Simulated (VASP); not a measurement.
Wanted: the native input for a VASP 6.6.1 run.

```
Task                   : single point
Functional             : LDA
Potentials or basis    : VASP PAW LDA potentials, release 64 (Mo_sv, Sn_d)
Cutoff                 : 520 eV
k mesh                 : 5 × 5 × 5
Occupations            : fermi-dirac, width 0.1442 eV
Spin                   : no spin polarisation
Dipole correction      : no
Further INCAR settings : ALGO = Normal; EDIFF = 1e-06; NBANDS = 81
```

The structure of Sn4Mo lies in POSCAR:

```
Sn4Mo
1.0
    5.8579733600      0.0000000000      0.0000000000
    2.9289861900     -6.1407826400      0.0000000000
    2.2619513500      0.0000000000     -6.0051002100
Mo Sn
2 8
Direct
    0.0624100000      0.8751800000      0.7500000000
    0.9375900000      0.1248200000      0.2500000000
    0.3623600000      0.8228200000      0.3220300000
    0.8148200000      0.8228200000      0.1779700000
    0.6376400000      0.1771800000      0.6779700000
    0.1851800000      0.1771800000      0.8220300000
    0.4950300000      0.5577000000      0.8100400000
    0.9472700000      0.5577000000      0.6899600000
    0.5049700000      0.4423000000      0.1899600000
    0.0527300000      0.4423000000      0.3100400000
```

One way to write it, as run:

INCAR

```
ALGO     = Normal         # electronic algorithm
EDIFF    = 1E-6           # SCF threshold, eV
ENCUT    = 520            # plane-wave cutoff, eV
ISIF     = 2              # what is computed and relaxed
ISMEAR   = -1             # smearing method
LASPH    = T              # aspherical terms in the spheres
LCHARG   = F              # write CHGCAR
LREAL    = F              # projectors in reciprocal space
LWAVE    = F              # write WAVECAR
NBANDS   = 81             # bands
NELM     = 80             # most SCF steps
PREC     = Accurate       # precision mode
SIGMA    = 0.1442         # smearing width, eV
```

KPOINTS

```
k-points
0
Gamma
  5 5 5
```

Potentials or basis: VASP PAW LDA potentials, release 64 (Mo_sv, Sn_d).

Launch:

```console
$ cat potpaw_LDA.64/Mo_sv/POTCAR potpaw_LDA.64/Sn_d/POTCAR > POTCAR
$ mpirun -np 1 vasp_std > vasp.out
```

Results of the run:

The pressure is 26.3 GPa and the largest force is 5.721 eV/Å. The band gap on the k mesh is zero (bands 70 and 71 overlap by 0.55 eV).

Caveat: the stress differs along the axes, from 20 to 31 GPa; spin-orbit coupling is left out, which moves the levels of the heavy elements; forces of over 1 eV/Å act on the atoms, so gaps and moduli don't describe the material at rest.

Wall time 18 min on 1 thread of Oxide Virtual Turin-like Processor, on a shared host, peak memory 0.56 GiB.
